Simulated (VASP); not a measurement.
# AgPbF2 (P-3m1) in VASP: single point with PBE

Aim: the single point of AgPbF2 with PBE.

Program: VASP 6.6.1. These are calculated values, not measurements. Logs are shortened: lines on timing, memory, paths and dates and some standing lists are left out, and cuts for length are marked.

## 1. The cell of the first run

The structure is trigonal, space group P-3m1 (No. 164). Conventional cell: a = 3.355 Å, b = 3.355 Å, c = 7.292 Å, α = 90.00°, β = 90.00°, γ = 120.00°. Within 3.4 Å of Ag (site symmetry -3m) lie 6 F at 2.53 Å and 6 Ag at 3.35 Å. Within 3.7 Å of Pb (site symmetry -3m) lie 6 F at 2.79 Å and 6 Pb at 3.35 Å and 2 Ag at 3.65 Å. F (site symmetry 3m) has 3 Ag at 2.53 Å and 3 Pb at 2.79 Å and 6 F at 3.35 Å within 3.4 Å.

## 2. Single point, PBE

Contents of INCAR:

```
  PREC = Accurate
  ENCUT = 520
  EDIFF = 1E-6
  ISMEAR = 0
  SIGMA = 0.1
  LREAL = F
  LASPH = T
  NELM = 100
  ALGO = Fast
  ISIF = 2
  LWAVE = F
  LCHARG = F
  GGA = PE
  NBANDS = 28
```

Contents of KPOINTS:

```
regular mesh
0
Gamma
  15 15 8
```

Contents of POSCAR:

```
AgPbF2
1.0
    3.3546974511      0.0000000000      0.0000000000
   -1.6773487255      2.9052532147      0.0000000000
    0.0000000000      0.0000000000      7.2919575006
Ag Pb F
1 1 2
Direct
    0.0000000000      0.0000000000      0.0000000000
    0.0000000000      0.0000000000      0.5000000000
    0.3333333333      0.6666666667      0.7761431090
    0.6666666667      0.3333333333      0.2238568910
```

Potentials or basis: VASP PAW PBE potentials, release 64 (Ag, Pb_d, F).

Command:

```sh
cat potpaw_PBE.64/Ag/POTCAR potpaw_PBE.64/Pb_d/POTCAR potpaw_PBE.64/F/POTCAR > POTCAR
mpirun -np 1 vasp_std > vasp.out
```

OUTCAR:

```text
PREC = Accurate
   ENCUT = 520
   EDIFF = 1E-6
   ISMEAR = 0
   LREAL = F
   LASPH = T
   NELM = 100
   ISIF = 2
   GGA = PE

 ion  position               nearest neighbor table
   1  0.000  0.000  0.000-   3 2.53   4 2.53   4 2.53   3 2.53   4 2.53   3 2.53   2 3.65   2 3.65

   2  0.000  0.000  0.500-   3 2.79   4 2.79   4 2.79   3 2.79   4 2.79   3 2.79   1 3.65   1 3.65

   3  0.333  0.667  0.776-   1 2.53   1 2.53   1 2.53   2 2.79   2 2.79   2 2.79
   4  0.667  0.333  0.224-   1 2.53   1 2.53   1 2.53   2 2.79   2 2.79   2 2.79

  LATTYP: Found a hexagonal cell.
 ALAT       =     3.3546974511
 C/A-ratio  =     2.1736557788

  Lattice vectors:

 A1 = (   3.3546974511,   0.0000000000,   0.0000000000)
 A2 = (  -1.6773487255,   2.9052532147,   0.0000000000)
 A3 = (   0.0000000000,   0.0000000000,   7.2919575006)

Analysis of symmetry for initial positions (statically):
=====================================================================
 Subroutine PRICEL returns:
 Original cell was already a primitive cell.

 Routine SETGRP: Setting up the symmetry group for a
 hexagonal supercell.

 Subroutine GETGRP returns: Found 12 space group operations
 (whereof 12 operations were pure point group operations)
 out of a pool of 24 trial point group operations.

The static configuration has the point symmetry D_3d.

Analysis of symmetry for dynamics (positions and initial velocities):
=====================================================================
 Subroutine PRICEL returns:
 Original cell was already a primitive cell.

 Routine SETGRP: Setting up the symmetry group for a
 hexagonal supercell.

 Subroutine GETGRP returns: Found 12 space group operations
 (whereof 12 operations were pure point group operations)
 out of a pool of 24 trial point group operations.

The dynamic configuration has the point symmetry D_3d.

 Subroutine INISYM returns: Found 12 space group operations
 (whereof 12 operations are pure point group operations),
 and found     1 'primitive' translations

----------------------------------------------------------------------------------------

                                     Primitive cell

  volume of cell :      71.0692

  direct lattice vectors                    reciprocal lattice vectors
     3.354697451  0.000000000  0.000000000     0.298089474  0.172102038  0.000000000
    -1.677348725  2.905253215  0.000000000     0.000000000  0.344204077  0.000000000
     0.000000000  0.000000000  7.291957501     0.000000000  0.000000000  0.137137387

  length of vectors
     3.354697451  3.354697451  7.291957501     0.344204077  0.344204077  0.137137387

  position of ions in fractional coordinates (direct lattice)
     0.000000000  0.000000000  0.000000000
     0.000000000  0.000000000  0.500000000
     0.333333333  0.666666667  0.776143109
     0.666666667  0.333333333  0.223856891

  ion indices of the primitive-cell ions
   primitive index   ion index
                 1           1
                 2           2
                 3           3
                 4           4

----------------------------------------------------------------------------------------

 KPOINTS: regular mesh

Automatic generation of k-mesh.
 Grid dimensions read from file:
 generate k-points for:   15   15    8

 Generating k-lattice:

  Cartesian coordinates                     Fractional coordinates (reciprocal lattice)
     0.019872632  0.011473469  0.000000000     0.066666667  0.000000000  0.000000000
     0.000000000  0.022946938  0.000000000     0.000000000  0.066666667  0.000000000
     0.000000000  0.000000000  0.017142173     0.000000000  0.000000000  0.125000000

  Length of vectors
     0.022946938  0.022946938  0.017142173

  Shift w.r.t. Gamma in fractional coordinates (k-lattice)
     0.000000000  0.000000000  0.000000000

 Subroutine IBZKPT returns following result:
 ===========================================

 Found    192 irreducible k-points:

 Following reciprocal coordinates:
            Coordinates               Weight
  0.000000  0.000000  0.000000      1.000000
  0.066667  0.000000  0.000000      6.000000
  0.133333  0.000000  0.000000      6.000000
  0.200000  0.000000  0.000000      6.000000
  0.266667  0.000000  0.000000      6.000000
  0.333333  0.000000  0.000000      6.000000
[... 16 lines left out ...]
  0.333333  0.200000  0.000000     12.000000
  0.400000  0.200000  0.000000      6.000000
 [... further k-points ...]
   k-points           NKPTS =    192   k-points in BZ     NKDIM =    192   number of bands    NBANDS=     28
   number of dos      NEDOS =    301   number of ions     NIONS =      4
   total plane-waves  NPLWV =  42336
   dimension x,y,z NGX =    28 NGY =   28 NGZ =   54
   dimension x,y,z NGXF=    56 NGYF=   56 NGZF=  108
   ions per type =               1   1   2
   NGX,Y,Z   is equivalent  to a cutoff of  13.88, 13.88, 12.31 a.u.
   NGXF,Y,Z  is equivalent  to a cutoff of  27.75, 27.75, 24.62 a.u.
 SYSTEM =  unknown system
   PREC   = accura    normal or accurate (medium, high low for compatibility)
   ISTART =      0    job   : 0-new  1-cont  2-samecut
   ICHARG =      2    charge: 1-file 2-atom 10-const
   ISPIN  =      1    spin polarized calculation?
   LNONCOLLINEAR =      F non collinear calculations
   LSORBIT =      F    spin-orbit coupling
   LASPH  =      T    aspherical Exc in radial PAW
   ENCUT  =  520.0 eV  38.22 Ry    6.18 a.u.   6.24  6.24 13.56*2*pi/ulx,y,z
   NELM   =    100;   NELMIN=  2; NELMDL= -5     # of ELM steps
   EDIFF  = 0.1E-05   stopping-criterion for ELM
   LREAL  =      F    real-space projection
   EDIFFG = 0.1E-04   stopping-criterion for IOM
   NSW    =      0    number of steps for IOM
   IBRION =     -1    ionic relax: 0-MD 1-quasi-New 2-CG
   NFREE  =      0    steps in history (QN), initial steepest desc. (CG)
   ISIF   =      2    stress and relaxation
   ISYM   =      2    0-nonsym 1-usesym 2-fastsym
   POTIM  = 0.5000    time-step for ionic-motion
   TEBEG  =    0.0;   TEEND  =   0.0 temperature during run
   PSTRESS=    0.0 pullay stress
   NELECT =      39.0000    total number of electrons
   NUPDOWN=      -1.0000    fix difference up-down
   EMIN   =  10.00;   EMAX   =-10.00  energy-range for DOS
   EFERMI =   0.00;   METHOD = LEGACY
   ISMEAR =     0;   SIGMA  =   0.10  broadening in eV -4-tet -1-fermi 0-gaus
   EFERMI_NEDOS =   21; number of points for ismear=-14 and -15
   IALGO  =     68    algorithm
   IMIX   =      4    mixing-type and parameters
     AMIX     =   0.40;   BMIX     =  1.00
     AMIX_MAG =   1.60;   BMIX_MAG =  1.00
  volume/ion in A,a.u.               =      17.77       119.90
  Fermi-wavevector in a.u.,A,eV,Ry     =   1.340302  2.532803 24.441620  1.796408
  Thomas-Fermi vector in A             =   2.468625
   LORBIT       =      0    0 simple, 1 ext, 2 COOP (PROOUT), +10 PAW based schemes
   GGA     = PE    functional components
   LHFCALC =     F    Hartree Fock is set to
   AEXX    =    0.0000 exact exchange contribution
   IVDW    =     0    specifies the selected vdW correction
   LEPSILON=     F    determine dielectric tensor
   LRPA    =     F    only Hartree local field effects (RPA)
 non-spin polarized calculation
 RMM-DIIS sequential band-by-band and
 Gauss-broadening in eV      SIGMA  =   0.10
  energy-cutoff  :      520.00
  volume of cell :       71.07
 maximum number of plane-waves:      1947
 NGX is ok and might be reduce to    28
   NGX = 13   NGY = 13   NGZ = 27

 number of electron      39.0000002 magnetization

 Free energy of the ion-electron system (eV)
  ---------------------------------------------------
  ext. energy  EPLUGINS =         0.00000000
  ---------------------------------------------------
  free energy    TOTEN  =       -14.68774646 eV

  energy without entropy =      -14.68428812  energy(sigma->0) =      -14.68601729

 E-fermi :   4.7943     XC(G=0): -10.1698

 val. band max:        4.7799003605   @ k =   0.0667   0.0667   0.2500
 cond. band min:       4.8051810438   @ k =   0.1333   0.0667   0.5000
 fundamental gap:      0.0252806833
 Fermi energy:         4.7943422746

 k-point     1 :       0.0000    0.0000    0.0000
  band No.  band energies     occupation
      1     -18.0635      2.00000
      2     -17.9903      2.00000
      3     -12.5302      2.00000
      4     -12.4160      2.00000
      5     -12.4160      2.00000
      6     -12.2333      2.00000
[... 20 lines left out ...]
     27      18.1488      0.00000
     28      18.9880      0.00000

 k-point     2 :       0.0667    0.0000    0.0000
  band No.  band energies     occupation
      1     -18.0563      2.00000
      2     -17.9868      2.00000
      3     -12.5203      2.00000
      4     -12.4183      2.00000
      5     -12.4016      2.00000
      6     -12.2397      2.00000
[... 20 lines left out ...]
     27      18.5296      0.00000
     28      19.1016      0.00000

 k-point     3 :       0.1333    0.0000    0.0000
  band No.  band energies     occupation
      1     -18.0368      2.00000
      2     -17.9769      2.00000
      3     -12.5008      2.00000
      4     -12.4170      2.00000
      5     -12.3605      2.00000
      6     -12.2579      2.00000
[... 20 lines left out ...]
     27      17.5044      0.00000
     28      18.4428      0.00000

 k-point     4 :       0.2000    0.0000    0.0000
  band No.  band energies     occupation
      1     -18.0084      2.00000
      2     -17.9626      2.00000
      3     -12.4998      2.00000
      4     -12.3890      2.00000
      5     -12.2995      2.00000
      6     -12.2843      2.00000
[... 578 lines left out ...]
     27      15.5263      0.00000
     28      15.8594      0.00000

 k-point    23 :       0.3333    0.2000    0.0000
  band No.  band energies     occupation
      1     -17.9068      2.00000
      2     -17.8966      2.00000
      3     -12.4364      2.00000
      4     -12.3628      2.00000
      5     -12.3065      2.00000
      6     -12.2721      2.00000
[... 20 lines left out ...]
     27      15.4578      0.00000
     28      15.9518      0.00000

 k-point    24 :       0.4000    0.2000    0.0000
  band No.  band energies     occupation
      1     -17.9037      2.00000
      2     -17.8912      2.00000
      3     -12.4397      2.00000
      4     -12.3658      2.00000
      5     -12.3100      2.00000
      6     -12.2413      2.00000
[... 20 lines left out ...]
     27      15.4187      0.00000
     28      16.0331      0.00000

 [... further k-points ...]
[... 5 lines left out ...]
  --------------------------------------------------------------------------------------
  -------------------------------------------------------------------------------------
  Total       -0.1111337     -0.1111337     -0.1064935     -0.0000000      0.0000000     -0.0000000
  in kB       -2.5053873     -2.5053873     -2.4007781     -0.0000000      0.0000000     -0.0000000
  external PRESSURE =      -2.4705176 kB  Pullay stress =       0.0000000 kB

 VOLUME and BASIS-vectors are now :
 -----------------------------------------------------------------------------
  energy-cutoff  :      520.00
  volume of cell :       71.07
      direct lattice vectors                 reciprocal lattice vectors
     3.354697451  0.000000000  0.000000000     0.298089474  0.172102038  0.000000000
    -1.677348725  2.905253215  0.000000000     0.000000000  0.344204077  0.000000000
     0.000000000  0.000000000  7.291957501     0.000000000  0.000000000  0.137137387

 POSITION                                       TOTAL-FORCE (eV/Angst)
 -----------------------------------------------------------------------------------
      0.00000      0.00000      0.00000        -0.000000      0.000000      0.000000
      0.00000      0.00000      3.64598        -0.000000      0.000000      0.000000
     -0.00000      1.93684      5.65960        -0.000000     -0.000000      0.004185
      1.67735      0.96842      1.63235         0.000000      0.000000     -0.004185
 -----------------------------------------------------------------------------------
    total drift:                                0.000000      0.000000      0.000000

  FREE ENERGIE OF THE ION-ELECTRON SYSTEM (eV)
  ---------------------------------------------------
  free  energy   TOTEN  =       -14.6877464580 eV

  energy  without entropy=      -14.6842881204  energy(sigma->0) =      -14.68601729
```

Wall time 7.2 min (1 thread of Intel Xeon Platinum 8488C (Sapphire Rapids), shared host); peak memory 0.48 GiB.

Results:

```yaml
Free_energy: -14.6877 eV
Pressure: -0.2 GPa
Largest_force: 0.004 eV/Å
Band_gap_on_the_k_mesh: zero (an odd number of electrons rules out a gap without spin polarisation)
```

Forces in eV/Å, atoms in the order of the input:
```
Ag   0.000  0.000  0.000
Pb   0.000  0.000  0.000
F    0.000  0.000  0.004
F    0.000  0.000 -0.004
```

Levels at points of the mesh, in eV from the Fermi level:
```tsv
k point	band 15	band 16	band 17	band 18	band 19	band 20	band 21	band 22	band 23	band 24
(0.00, 0.00, 0.00)	-2.85	-2.67	-2.67	-1.88	-1.88	0.77	0.91	8.08	8.14	8.14
(0.00, 0.00, 0.50)	-2.89	-2.68	-2.68	-1.89	-1.89	-1.05	3.50	5.49	8.17	8.17
```

Caveat: spin-orbit coupling is left out, which moves the levels of the heavy elements; an odd number of electrons without spin polarisation forces a metal; a magnetic or distorted state may lie lower.
